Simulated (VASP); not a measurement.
# PbS (P1) in VASP: single point with PBEsol

Aim: the single point of PbS with PBEsol.

Program: VASP 6.6.1. These are calculated values, not measurements. Logs are shortened: lines on timing, memory, paths and dates and some standing lists are left out, and cuts for length are marked.

## 1. The cell of the first run

The typed cell holds 16 atoms: a = 8.449 Å, b = 8.449 Å, c = 8.449 Å, α = 60.00°, β = 60.00°, γ = 60.00°.

## 2. Single point, PBEsol

INCAR reads:

```
SYSTEM = PbS
ALGO = Normal ; EDIFF = 1E-6
ENCUT = 520 ; GGA = PS
ISIF = 2 ; ISMEAR = -1
LASPH = .True. ; LCHARG = .False.
LREAL = Auto ; LWAVE = .False.
NBANDS = 94 ; NELM = 80
PREC = Accurate ; SIGMA = 0.112
```

KPOINTS reads:

```
k-points
0
Gamma
  2 2 2
  0 0 0
```

POSCAR reads:

```
PbS
1.0
    0.0000000000      5.9744654327      5.9744654327
    5.9744654327      0.0000000000      5.9744654327
    5.9744654327      5.9744654327      0.0000000000
Pb S
8 8
Direct
    0.0038558261     -0.0144547660      0.0177275275
    0.0066600101      0.0122323915      0.4909066816
   -0.0113368302      0.5102987931      0.0095053692
   -0.0046158941      0.4924456478      0.5003655195
    0.4963895989     -0.0137807308      0.0052952855
    0.4882770740     -0.0008105328      0.5136189228
    0.4887936055      0.5110757664      0.0105190164
    0.5141542845      0.5021985705      0.4714721395
    0.2563330590      0.2474840664      0.2576406236
    0.2109356919      0.3066528747      0.7516943651
    0.2597704376      0.7740731873      0.2547758485
    0.2963440863      0.7518986511      0.7270892348
    0.7622499538      0.2421004885      0.2100263219
    0.7300352725      0.2995900671      0.7675616424
    0.7070397423      0.7628085812      0.2812562093
    0.7497011323      0.7284937120      0.7417511324
```

Potentials or basis: VASP PAW PBE potentials, release 64 (Pb_d, S).

Run with:

```bash
> cat potpaw_PBE.64/Pb_d/POTCAR potpaw_PBE.64/S/POTCAR > POTCAR
> mpirun -np 1 vasp_std > vasp.out
```

OUTCAR:

```text
SYSTEM = PbS
   EDIFF = 1E-6
   ENCUT = 520
   GGA = PS
   ISIF = 2
   ISMEAR = -1
   LASPH = .True.
   LREAL = Auto
   NELM = 80
   PREC = Accurate

 ion  position               nearest neighbor table
   1  0.004  0.986  0.018-  13 2.70  11 2.96  15 3.12  12 3.15  14 3.16  10 3.19   7 4.05   5 4.11
                             3 4.12   4 4.12   2 4.13
   2  0.007  0.012  0.491-  11 2.84   9 2.90  12 3.15  13 3.15  16 3.24  14 3.37   4 4.05   6 4.11
                             5 4.13   1 4.13   3 4.14
   3  0.989  0.510  0.010-  10 2.77  13 2.99  16 3.04   9 3.08  15 3.14  12 3.29   8 3.96   5 4.09
                             4 4.10   1 4.12   2 4.14
   4  0.995  0.492  0.500-  14 2.77  10 2.82  16 2.85   9 2.92  15 3.05  11 3.27   2 4.05   3 4.10
                             1 4.12
   5  0.496  0.986  0.005-  11 2.69  15 2.93   9 3.07  16 3.12  10 3.25  14 3.30   8 4.02   7 4.02
                             3 4.09   1 4.11   2 4.13   6 4.13
   6  0.488  0.999  0.514-  12 2.64  15 2.80   9 2.92  16 2.94  13 3.11  10 3.27   2 4.11   5 4.13

   7  0.489  0.511  0.011-  14 2.72  13 2.86  12 2.87  16 2.87   9 2.97  11 3.04   8 3.97   5 4.02
                             1 4.05
   8  0.514  0.502  0.471-  15 2.74  11 2.84  10 3.03  12 3.03  14 3.11  13 3.12   3 3.96   7 3.97
                             5 4.02
   9  0.256  0.247  0.258-   2 2.90   6 2.92   4 2.92   7 2.97   5 3.07   3 3.08
  10  0.211  0.307  0.752-   3 2.77   4 2.82   8 3.03   1 3.19   5 3.25   6 3.27
  11  0.260  0.774  0.255-   5 2.69   8 2.84   2 2.84   1 2.96   7 3.04   4 3.27
  12  0.296  0.752  0.727-   6 2.64   7 2.87   8 3.03   2 3.15   1 3.15   3 3.29
  13  0.762  0.242  0.210-   1 2.70   7 2.86   3 2.99   6 3.11   8 3.12   2 3.15
  14  0.730  0.300  0.768-   7 2.72   4 2.77   8 3.11   1 3.16   5 3.30   2 3.37
  15  0.707  0.763  0.281-   8 2.74   6 2.80   5 2.93   4 3.05   1 3.12   3 3.14
  16  0.750  0.728  0.742-   4 2.85   7 2.87   6 2.94   3 3.04   5 3.12   2 3.24

  LATTYP: Found a face centered cubic cell.
 ALAT       =    11.9489308654

  Lattice vectors:

 A1 = (   0.0000000000,   5.9744654327,   5.9744654327)
 A2 = (   5.9744654327,   0.0000000000,   5.9744654327)
 A3 = (   5.9744654327,   5.9744654327,   0.0000000000)

Analysis of symmetry for initial positions (statically):
=====================================================================
 Subroutine PRICEL returns:
 Original cell was already a primitive cell.

 Routine SETGRP: Setting up the symmetry group for a
 face centered cubic supercell.

 Subroutine GETGRP returns: Found  1 space group operations
 (whereof  1 operations were pure point group operations)
 out of a pool of 48 trial point group operations.

The static configuration has the point symmetry C_1 .

Analysis of symmetry for dynamics (positions and initial velocities):
=====================================================================
 Subroutine PRICEL returns:
 Original cell was already a primitive cell.

 Routine SETGRP: Setting up the symmetry group for a
 face centered cubic supercell.

 Subroutine GETGRP returns: Found  1 space group operations
 (whereof  1 operations were pure point group operations)
 out of a pool of 48 trial point group operations.

The dynamic configuration has the point symmetry C_1 .

 Subroutine INISYM returns: Found  1 space group operations
 (whereof  1 operations are pure point group operations),
 and found     1 'primitive' translations

----------------------------------------------------------------------------------------

                                     Primitive cell

  volume of cell :     426.5080

  direct lattice vectors                    reciprocal lattice vectors
     0.000000000  5.974465433  5.974465433    -0.083689496  0.083689496  0.083689496
     5.974465433  0.000000000  5.974465433     0.083689496 -0.083689496  0.083689496
     5.974465433  5.974465433  0.000000000     0.083689496  0.083689496 -0.083689496

  length of vectors
     8.449170043  8.449170043  8.449170043     0.144954459  0.144954459  0.144954459

  position of ions in fractional coordinates (direct lattice)
     0.003855826  0.985545234  0.017727527
     0.006660010  0.012232391  0.490906682
     0.988663170  0.510298793  0.009505369
     0.995384106  0.492445648  0.500365520
     0.496389599  0.986219269  0.005295285
     0.488277074  0.999189467  0.513618923
[... 8 lines left out ...]
     0.707039742  0.762808581  0.281256209
     0.749701132  0.728493712  0.741751132

  ion indices of the primitive-cell ions
   primitive index   ion index
                 1           1
                 2           2
                 3           3
                 4           4
                 5           5
                 6           6
[... 8 lines left out ...]
                15          15
                16          16

----------------------------------------------------------------------------------------

 KPOINTS: k-points

Automatic generation of k-mesh.
 Grid dimensions read from file:
 generate k-points for:    2    2    2

 Generating k-lattice:

  Cartesian coordinates                     Fractional coordinates (reciprocal lattice)
    -0.041844748  0.041844748  0.041844748     0.500000000  0.000000000  0.000000000
     0.041844748 -0.041844748  0.041844748     0.000000000  0.500000000  0.000000000
     0.041844748  0.041844748 -0.041844748     0.000000000  0.000000000  0.500000000

  Length of vectors
     0.072477229  0.072477229  0.072477229

  Shift w.r.t. Gamma in fractional coordinates (k-lattice)
     0.000000000  0.000000000  0.000000000

 Subroutine IBZKPT returns following result:
 ===========================================

 Found      8 irreducible k-points:

 Following reciprocal coordinates:
            Coordinates               Weight
  0.000000  0.000000  0.000000      1.000000
  0.500000  0.000000  0.000000      1.000000
  0.000000  0.500000  0.000000      1.000000
  0.000000  0.000000  0.500000      1.000000
  0.500000  0.500000  0.500000      1.000000
  0.500000  0.500000  0.000000      1.000000
  0.000000  0.500000  0.500000      1.000000
  0.500000  0.000000  0.500000      1.000000
   k-points           NKPTS =      8   k-points in BZ     NKDIM =      8   number of bands    NBANDS=     94
   number of dos      NEDOS =    301   number of ions     NIONS =     16
   total plane-waves  NPLWV = 262144
   dimension x,y,z NGX =    64 NGY =   64 NGZ =   64
   dimension x,y,z NGXF=   128 NGYF=  128 NGZF=  128
   ions per type =               8   8
   NGX,Y,Z   is equivalent  to a cutoff of  12.59, 12.59, 12.59 a.u.
   NGXF,Y,Z  is equivalent  to a cutoff of  25.19, 25.19, 25.19 a.u.
 SYSTEM =  PbS
   PREC   = accura    normal or accurate (medium, high low for compatibility)
   ISTART =      0    job   : 0-new  1-cont  2-samecut
   ICHARG =      2    charge: 1-file 2-atom 10-const
   ISPIN  =      1    spin polarized calculation?
   LNONCOLLINEAR =      F non collinear calculations
   LSORBIT =      F    spin-orbit coupling
   LASPH  =      T    aspherical Exc in radial PAW
   ENCUT  =  520.0 eV  38.22 Ry    6.18 a.u.  15.71 15.71 15.71*2*pi/ulx,y,z
   NELM   =     80;   NELMIN=  2; NELMDL= -5     # of ELM steps
   EDIFF  = 0.1E-05   stopping-criterion for ELM
   LREAL  =      T    real-space projection
   EDIFFG = 0.1E-04   stopping-criterion for IOM
   NSW    =      0    number of steps for IOM
[... 5 lines left out ...]
   TEBEG  =    0.0;   TEEND  =   0.0 temperature during run
   PSTRESS=    0.0 pullay stress
   NELECT =     160.0000    total number of electrons
   NUPDOWN=      -1.0000    fix difference up-down
   EMIN   =  10.00;   EMAX   =-10.00  energy-range for DOS
   EFERMI =   0.00;   METHOD = LEGACY
   ISMEAR =    -1;   SIGMA  =   0.11  broadening in eV -4-tet -1-fermi 0-gaus
   EFERMI_NEDOS =   21; number of points for ismear=-14 and -15
   IALGO  =     38    algorithm
   IMIX   =      4    mixing-type and parameters
     AMIX     =   0.40;   BMIX     =  1.00
     AMIX_MAG =   1.60;   BMIX_MAG =  1.00
  volume/ion in A,a.u.               =      26.66       179.89
  Fermi-wavevector in a.u.,A,eV,Ry     =   1.180699  2.231197 18.967196  1.394050
  Thomas-Fermi vector in A             =   2.316986
   LORBIT       =      0    0 simple, 1 ext, 2 COOP (PROOUT), +10 PAW based schemes
   GGA     = PS    functional components
   LHFCALC =     F    Hartree Fock is set to
   AEXX    =    0.0000 exact exchange contribution
   IVDW    =     0    specifies the selected vdW correction
   LEPSILON=     F    determine dielectric tensor
   LRPA    =     F    only Hartree local field effects (RPA)
 non-spin polarized calculation
  energy-cutoff  :      520.00
  volume of cell :      426.51
 maximum number of plane-waves:     11575
 NGX is ok and might be reduce to    64
   NGX = 31   NGY = 31   NGZ = 31

 number of electron     160.0000000 magnetization

 Free energy of the ion-electron system (eV)
  ---------------------------------------------------
  ext. energy  EPLUGINS =         0.00000000
  ---------------------------------------------------
  free energy    TOTEN  =       -74.39649180 eV

  energy without entropy =      -74.35432995  energy(sigma->0) =      -74.37541088

 E-fermi :   5.4884     XC(G=0):  -9.7739

 val. band max:        5.2196381702   @ k =   0.0000   0.0000   0.0000
 cond. band min:       5.6952891269   @ k =   0.0000   0.0000   0.0000
 fundamental gap:      0.4756509567
 Fermi energy:         5.4884162633

 k-point     1 :       0.0000    0.0000    0.0000
  band No.  band energies     occupation
      1     -11.6063      2.00000
      2     -11.5748      2.00000
      3     -11.5558      2.00000
      4     -11.5414      2.00000
      5     -11.5309      2.00000
      6     -11.5237      2.00000
[... 84 lines left out ...]
     91       7.7359      0.00000
     92       7.7521      0.00000

 k-point     2 :       0.5000    0.0000    0.0000
  band No.  band energies     occupation
      1     -11.5938      2.00000
      2     -11.5675      2.00000
      3     -11.5524      2.00000
      4     -11.5389      2.00000
      5     -11.5285      2.00000
      6     -11.5054      2.00000
[... 654 lines left out ...]
     91       8.1095      0.00000
     92       8.4219      0.00000
 [bands above 92 left out]

------------------------ aborting loop because EDIFF is reached ----------------------------------------

  FORCE on cell =-STRESS in cart. coord.  units (eV):
  Direction    XX          YY          ZZ          XY          YZ          ZX
  --------------------------------------------------------------------------------------
  -------------------------------------------------------------------------------------
  Total       -0.9780882     -5.0984651     -1.8493853     -0.6905338      0.1618134      0.0328142
  in kB       -3.6741885    -19.1523857     -6.9472164     -2.5939903      0.6078520      0.1232664
  external PRESSURE =      -9.9245969 kB  Pullay stress =       0.0000000 kB

 VOLUME and BASIS-vectors are now :
 -----------------------------------------------------------------------------
  energy-cutoff  :      520.00
  volume of cell :      426.51
      direct lattice vectors                 reciprocal lattice vectors
     0.000000000  5.974465433  5.974465433    -0.083689496  0.083689496  0.083689496
     5.974465433  0.000000000  5.974465433     0.083689496 -0.083689496  0.083689496
     5.974465433  5.974465433  0.000000000     0.083689496  0.083689496 -0.083689496

 POSITION                                       TOTAL-FORCE (eV/Angst)
 -----------------------------------------------------------------------------------
      5.99402      0.12895      5.91114        -0.158524     -0.535860      0.171384
      3.00599      2.97270      0.11287         0.055094      0.161047     -0.145453
      3.10555      5.96352      8.95550        -0.473063     -0.170758     -0.018779
      5.93152      8.93630      8.88899         0.355269      0.145895     -0.139240
      5.92377      2.99730      8.85780         0.136620     -0.103309      0.753509
      9.03822      5.98579      8.88682         0.181281      0.125019      0.527617
[... 8 lines left out ...]
      6.23773      5.90454      8.78156        -0.281491     -0.250943      0.885488
      8.78393      8.91063      8.83142         0.785642      0.295247      0.564840
 -----------------------------------------------------------------------------------
    total drift:                                0.002396     -0.007942     -0.007459

  FREE ENERGIE OF THE ION-ELECTRON SYSTEM (eV)
  ---------------------------------------------------
  free  energy   TOTEN  =       -74.3964918019 eV

  energy  without entropy=      -74.3543299507  energy(sigma->0) =      -74.37541088
```

It took 7.2 min on 1 thread of Intel Xeon Platinum 8488C (Sapphire Rapids), shared host; peak memory 0.64 GiB.

What came out:

| Quantity | Value |
| --- | --- |
| Free energy | -74.3965 eV |
| Pressure | -1.0 GPa |
| Largest force | 1.338 eV/Å |
| Band gap on the k mesh | 0.48 eV |

Forces on the atoms (eV/Å):
```
Pb  -0.159 -0.536  0.171
Pb   0.055  0.161 -0.145
Pb  -0.473 -0.171 -0.019
Pb   0.355  0.146 -0.139
Pb   0.137 -0.103  0.754
Pb   0.181  0.125  0.528
Pb  -0.309 -0.118  0.044
Pb   0.398  0.604 -0.642
S   -0.384 -0.425 -0.387
S   -0.385  0.528 -0.266
S    0.354 -0.364 -0.404
S    0.045 -0.727 -1.123
S    0.735  0.761  0.465
S   -1.056  0.076 -0.286
S   -0.281 -0.251  0.885
S    0.786  0.295  0.565
```

Caveat: the k points lie up to 0.46 Å⁻¹ apart; the atoms stand as in a frame of molecular dynamics; the PAW data sets were made with another functional, which shifts forces and pressure a little; spin-orbit coupling is left out, which moves the levels of the heavy elements.
